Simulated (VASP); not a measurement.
A run of VASP 6.6.1 is set up as follows.

File INCAR:

```
ALGO = Normal ; EDIFF = 1E-8
ENCUT = 520 ; GGA = PS
ISIF = 2 ; ISMEAR = -1
KPAR = 4 ; LASPH = T
LCHARG = F ; LEFG = T
LREAL = F ; LWAVE = F
NBANDS = 18 ; NELM = 80
PREC = Accurate ; SIGMA = 0.03
```

KPOINTS

```
k-points
0
Gamma
  18 18 18
```

The input POSCAR:

```
Si2W
1.0
   -1.5782700000      1.6176700000      3.9400000000
    1.6176700000     -1.5782700000      3.9400000000
    1.5943300000      1.5943300000     -3.9239400000
Si W
2 1
Direct
    0.3330000000      0.3330000000      0.0000000000
    0.6670000000      0.6670000000      0.0000000000
    0.0000000000      0.0000000000      0.0000000000
```

Potentials or basis: VASP PAW PBE potentials, release 64 (Si, W_sv).

Command:

```bash
$ cat potpaw_PBE.64/Si/POTCAR potpaw_PBE.64/W_sv/POTCAR > POTCAR
$ mpirun -np 4 vasp_std > vasp.out
```

(1) Predict the largest force.

(2) Predict the pressure.

(3) Estimate the band gap on the k mesh.

Answers

(1) 0.271 eV/Å.

(2) -3.1 GPa.

(3) zero (bands 11 and 12 overlap by 1.35 eV).

Caveat: the cell differs from its parent crystal (equal xy, yz and zx shear strains of +1 %); the cell stands under tension; without QUAD_EFG the Cq values of the log hold for a quadrupole moment of 1 mb, not for the nuclei; the PAW data sets were made with another functional, which shifts forces and pressure a little; spin-orbit coupling is left out, which moves the levels of the heavy elements.
